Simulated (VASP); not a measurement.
Write the native input for VASP 6.6.1 that does the following.

* Task: single point
* Functional: r2SCAN
* Potentials or basis: VASP PAW PBE potentials, release 64 (Ni)
* Cutoff: 520 eV
* k mesh: 20 × 20 × 20
* Occupations: gaussian, width 0.1 eV
* Spin: collinear spin, ferromagnetic start
* Starting moments: [0.9] μB
* Dipole correction: no
* Further INCAR settings: ALGO = Normal; EDIFF = 1e-07; NBANDS = 15

The system is Ni.

```
CELL_PARAMETERS angstrom
0.00000 1.72177 1.72177
1.72177 0.00000 1.72177
1.72177 1.72177 0.00000
ATOMIC_POSITIONS crystal
Ni 0.00000 0.00000 0.00000
```

These files were run (other wordings do the same):

POSCAR

```
Ni
1.0
    0.0000000000      1.7217650339      1.7217650339
    1.7217650339      0.0000000000      1.7217650339
    1.7217650339      1.7217650339      0.0000000000
Ni
1
Direct
    0.0000000000      0.0000000000      0.0000000000
```

INCAR.step1

```
PREC = Accurate ; ENCUT = 520
ISMEAR = 0 ; SIGMA = 0.1
LREAL = False ; LASPH = True
NELM = 150 ; ISPIN = 2
MAGMOM = 0.9 ; LMAXMIX = 4
NBANDS = 15 ; GGA = PE
ALGO = Normal ; EDIFF = 1E-4
LWAVE = True ; LCHARG = False
```

INCAR.step2

```
PREC = Accurate ; ENCUT = 520
EDIFF = 1E-7 ; ISMEAR = 0
SIGMA = 0.1 ; LREAL = False
LASPH = True ; NELM = 150
ALGO = Normal ; ISIF = 2
LWAVE = False ; LCHARG = False
ISPIN = 2 ; MAGMOM = 0.9
LORBIT = 11 ; LMAXMIX = 4
METAGGA = R2SCAN ; LMIXTAU = True
NBANDS = 15 ; ISTART = 1
```

KPOINTS

```
Automatic mesh
0
Gamma
  20 20 20
```

Potentials or basis: VASP PAW PBE potentials, release 64 (Ni).

Launch:

```console
$ cat potpaw_PBE.64/Ni/POTCAR > POTCAR
$ cp INCAR.step1 INCAR
$ mpirun -np 1 vasp_std > vasp.out
$ cp INCAR.step2 INCAR
$ mpirun -np 1 vasp_std > vasp.out
```

Results of the run:

```yaml
Pressure: 7.2 GPa
Net_moment: 0.70 μB per cell
Site_moments: Ni +0.71 μB
Valence_electrons_inside_the_program's_atomic_spheres: Ni 9.47
```

Caveat: the cell stands under pressure; the PAW data sets were made with another functional, which shifts forces and pressure a little.

It took 2.6 min on 1 thread of Intel(R) Xeon(R) 6975P-C (Granite Rapids), with other jobs on the host, peak memory 0.17 GiB.
